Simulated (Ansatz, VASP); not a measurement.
# Two plane-wave programs on Zr3Si2

```
Zr Si
1.0
     6.92427    0.00000    0.00000
     0.00000    7.06558    0.00000
     0.00000    0.00000    3.64449
Zr Si
6 4
Cartesian
  1.2081 4.7656 1.8222
  5.7161 2.3000 1.8222
  2.2540 1.2328 1.8222
  4.6703 5.8328 1.8222
  0.0000 0.0000 0.0000
  3.4621 3.5328 0.0000
  4.3096 0.8648 0.0000
  2.6147 6.2008 0.0000
  6.0768 4.3975 0.0000
  0.8475 2.6680 0.0000
```

Change from the starting cell: strain -0.0200 x Voigt [1, 0, 0, 0, 0, 0], atoms carried along.

Alike in both runs: task single point; functional PBEsol; k mesh 6 × 6 × 12; occupations gaussian, width 0.15 eV; no spin polarisation.

|  | VASP | Ansatz |
| --- | --- | --- |
| version | VASP 6.6.1 | Ansatz 0.2.0 |
| potentials or method | VASP PAW PBE potentials, release 64 (Zr_sv, Si), cutoff 520 eV | scalar-relativistic, plane waves, PAW |
| valence electrons in the cell | 88 | 88 |

Ansatz gave:

| Item | Value |
| --- | --- |
| gap on the k mesh at the Fermi level (eV) | none |
| pressure (GPa) | 3.2 |
| traceless stress, the component that is largest in VASP (GPa) | 3.08 |
| rms of the force components (eV/Å) | 0.034 |

Estimate VASP's values.

gap on the k mesh at the Fermi level (eV): none; pressure (GPa): 3.4; traceless stress, the component that is largest in VASP (GPa): 3.09; rms of the force components (eV/Å): 0.034.

VASP's potentials were made for PBE, not for PBEsol. Atom by atom the forces differ by 0.002 eV/Å (rms over components). A gap of «none» marks a metal or a gap that the smearing closes.
